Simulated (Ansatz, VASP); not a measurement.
MgO in VASP and in Ansatz

```
CELL_PARAMETERS angstrom
3.28777 0.00000 0.00000
-1.64388 2.84729 0.00000
0.00000 0.00000 5.07904
ATOMIC_POSITIONS crystal
Mg 0.34227 0.68455 0.00632
Mg 0.67561 0.35122 0.50632
O 0.31975 0.63950 0.39828
O 0.65308 0.30617 0.89828
```

Change from the starting cell: mode 11 frozen in at -0.078 Å, equal normal strain along x, y and z -0.0083.

Alike in both runs: task single point; functional PBE; k mesh 9 × 9 × 6; occupations gaussian, width 0.05 eV; no spin polarisation.

|  | VASP | Ansatz |
| --- | --- | --- |
| version | VASP 6.6.1 | Ansatz 0.2.0 |
| potentials or method | VASP PAW PBE potentials, release 64 (Mg, O), cutoff 520 eV | scalar-relativistic, plane waves, PAW |
| valence electrons in the cell | 16 | 32 |

|  | VASP | Ansatz | Ansatz less VASP |
| --- | --- | --- | --- |
| gap on the k mesh at the Fermi level (eV) | 3.49 | 3.51 | +0.019 |
| least direct gap on the mesh (eV) | 3.49 | 3.51 | +0.019 |
| pressure (GPa) | 4.0 | 4.4 | +0.40 |
| traceless stress, the component that is largest in VASP (GPa) | -3.75 | -3.69 | +0.054 |
| rms of the force components (eV/Å) | 0.776 | 0.766 | -0.0102 |

Atom by atom the forces differ by 0.010 eV/Å (rms over components). VASP's potentials hold 16 valence electrons a cell and Ansatz's 32, so a difference there can come from the potentials and not from the codes.
